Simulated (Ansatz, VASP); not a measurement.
## Two plane-wave programs on TiAl3

```
Ti Al
1.0
     0.00000   -3.95567    0.00000
     0.00000    0.00000   -3.95567
    12.11701    0.00000    0.00000
Ti Al
3 9
Direct
  0.00000 0.00000 0.89774
  0.00000 0.00000 0.24483
  0.00000 0.00000 0.57128
  0.50000 0.00000 0.08160
  0.50000 0.00000 0.40805
  0.50000 0.00000 0.73451
  0.00000 0.50000 0.08160
  0.00000 0.50000 0.40805
  0.00000 0.50000 0.73451
  0.50000 0.50000 0.89774
  0.50000 0.50000 0.24483
  0.50000 0.50000 0.57128
```

Alike in both runs: task single point; functional r2SCAN; k mesh 12 × 12 × 4; occupations gaussian, width 0.15 eV; no spin polarisation.

|  | VASP | Ansatz |
| --- | --- | --- |
| version | VASP 6.6.1 | Ansatz 0.2.0 |
| potentials or method | VASP PAW PBE potentials, release 64 (Ti_sv, Al), cutoff 520 eV | scalar-relativistic, plane waves, PAW |
| valence electrons in the cell | 63 | 63 |

|  | VASP | Ansatz | Ansatz less VASP |
| --- | --- | --- | --- |
| gap on the k mesh at the Fermi level (eV) | none | none | - |
| pressure (GPa) | -1.9 | -1.8 | +0.10 |
| traceless stress, the component that is largest in VASP (GPa) | -1.54 | -1.55 | -0.001 |
| rms of the force components (eV/Å) | 0.243 | 0.242 | -0.0011 |

VASP's potentials were made for PBE, not for r2SCAN. Atom by atom the forces differ by 0.002 eV/Å (rms over components). A gap of «none» marks a metal or a gap that the smearing closes. The functional is the same, so the differences come from potentials, cutoffs and numerics.
